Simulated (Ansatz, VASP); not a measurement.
Cu in VASP and in Ansatz

```
CELL_PARAMETERS angstrom
-1.49128 1.49128 1.49128
1.49128 -1.49128 1.49128
1.49128 1.49128 -1.49128
ATOMIC_POSITIONS crystal
Cu 0.00000 0.00000 0.00000
```

Alike in both runs: task single point; functional BLYP; k mesh 17 × 17 × 17; occupations fermi-dirac, width 0.1 eV; no spin polarisation.

|  | VASP | Ansatz |
| --- | --- | --- |
| version | VASP 6.6.1 | Ansatz 0.2.0 |
| potentials or method | VASP PAW PBE potentials, release 64 (Cu), cutoff 520 eV | plane waves (420 eV) with PAW, scalar-relativistic |
| valence electrons in the cell | 11 | 19 |

VASP gave:

* pressure (GPa): -3.4

Task: Estimate Ansatz's values.

Result: Pressure (GPa): -4.0.

VASP's potentials were made for PBE, not for BLYP. VASP's potentials hold 11 valence electrons a cell and Ansatz's 19, so a difference there can come from the potentials and not from the codes.
